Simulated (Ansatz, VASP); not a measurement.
**One calculation of BN, two programs**

```
CELL_PARAMETERS angstrom
1.25112 0.70789 3.37293
-1.25112 0.70789 3.37293
0.00000 -1.41578 3.37293
ATOMIC_POSITIONS crystal
B 0.99967 0.99967 0.99967
N 0.33276 0.33276 0.33276
```

Change from the starting cell: strain -0.0200 x Voigt [0, 1, 0, 0, 0, 0], atoms carried along.

Alike in both runs: task single point; functional r2SCAN; k mesh 12 × 12 × 12; occupations gaussian, width 0.05 eV; no spin polarisation.

|  | VASP | Ansatz |
| --- | --- | --- |
| version | VASP 6.6.1 | Ansatz 0.2.0 |
| potentials or method | VASP PAW PBE potentials, release 64 (B, N), cutoff 520 eV | scalar-relativistic, plane waves, PAW |
| valence electrons in the cell | 8 | 8 |

```tsv
	VASP	Ansatz	Ansatz less VASP
gap on the k mesh at the Fermi level (eV)	4.84	4.81	-0.033
least direct gap on the mesh (eV)	5.47	5.40	-0.064
pressure (GPa)	7.8	7.4	-0.41
traceless stress, the component that is largest in VASP (GPa)	12.01	11.67	-0.346
rms of the force components (eV/Å)	0.175	0.175	+0.0002
```

VASP's potentials were made for PBE, not for r2SCAN. Atom by atom the forces differ by 0.000 eV/Å (rms over components). The functional is the same, so the differences come from potentials, cutoffs and numerics.
